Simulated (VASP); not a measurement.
CdS:

```xyz
2
Lattice="2.7532 2.7532 0.0000 -2.7532 2.7532 0.0000 0.0000 2.7532 2.7532" Properties=species:S:1:pos:R:3 pbc="T T T"
Cd    0.0000    0.0000    0.0000
S     0.0000    2.7532    0.0000
```

* Program: VASP 6.6.1
* Task: relaxation of cell and atoms
* Functional: r2SCAN
* Potentials or basis: VASP PAW PBE potentials, release 64 (Cd, S)
* Cutoff: 600 eV
* k mesh: 12 × 12 × 12
* Occupations: fermi-dirac, width 0.1 eV
* Spin: no spin polarisation

At the start: pressure -1.9 GPa; volume 20.87 Å³/atom.

Question: How do energy, volume and symmetry change on relaxing?

Answer: Over 3 steps the energy falls by 2.9 meV/atom and the volume is 20.38 Å³/atom (-2.4 %); space group Fm-3m (No. 225, to 0.1 Å) before and after.

Step by step:
```
step  energy change (eV)  largest force (eV/Å)  pressure (GPa)  volume (Å³)
   1              0.0000                0.0000           -1.86        41.74
   2             -0.0045                0.0000            0.97        40.30
   3             -0.0059                0.0000            0.01        40.76
```

Final structure:
```yaml
crystal:
  lattice:
    - [2.73141, 2.73141, 0.00000]
    - [-2.73141, 2.73141, 0.00000]
    - [0.00000, 2.73141, 2.73141]
  atoms:
    - { symbol: Cd, position: [0.00000, 0.00000, 0.00000] }
    - { symbol: S, position: [0.50000, 0.50000, 0.00000] }
```

Caveat: the PAW data sets were made with another functional, which shifts forces and pressure a little.
